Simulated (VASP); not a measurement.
A run of VASP 6.6.1 is set up as follows.

POSCAR

```
SiGe3
1.0
    3.9298048847      0.0000000000      0.0000000000
    0.0000000000      3.9298048847      0.0000000000
    0.0000000000      0.0000000000      5.5374462501
Si Ge
1 3
Direct
    0.0000000000      0.0000000000      0.0000000000
    0.0000000000      0.5000000000      0.2442925744
    0.5000000000      0.5000000000      0.5000000000
    0.5000000000      0.0000000000      0.7557074256
```

The input INCAR.step1:

```
  PREC = Accurate
  ENCUT = 520
  ISMEAR = 0
  SIGMA = 0.01
  LREAL = F
  LASPH = T
  NELM = 100
  NBANDS = 31
  GGA = PE
  ALGO = Normal
  EDIFF = 1E-4
  LWAVE = T
  LCHARG = F
```

INCAR.step2

```
  PREC = Accurate
  ENCUT = 520
  EDIFF = 1E-6
  ISMEAR = 0
  SIGMA = 0.01
  LREAL = F
  LASPH = T
  NELM = 100
  ALGO = Normal
  ISIF = 2
  LWAVE = F
  LCHARG = F
  METAGGA = R2SCAN
  LMIXTAU = T
  NBANDS = 31
  ISTART = 1
```

KPOINTS

```
regular mesh
0
Gamma
  6 6 4
```

Potentials or basis: VASP PAW PBE potentials, release 64 (Si, Ge_d).

Launch:

```sh
$ cat potpaw_PBE.64/Si/POTCAR potpaw_PBE.64/Ge_d/POTCAR > POTCAR
$ cp INCAR.step1 INCAR
$ mpirun -np 1 vasp_std > vasp.out
$ cp INCAR.step2 INCAR
$ mpirun -np 1 vasp_std > vasp.out
```

(1) Predict the band gap on the k mesh.

(2) Predict the largest force.

(3) Estimate the pressure.

## Answers

(1) 0.66 eV, indirect (least direct gap 0.87 eV).

(2) 0.017 eV/Å.

(3) 2.6 GPa.

Caveat: the PAW data sets were made with another functional, which shifts forces and pressure a little.
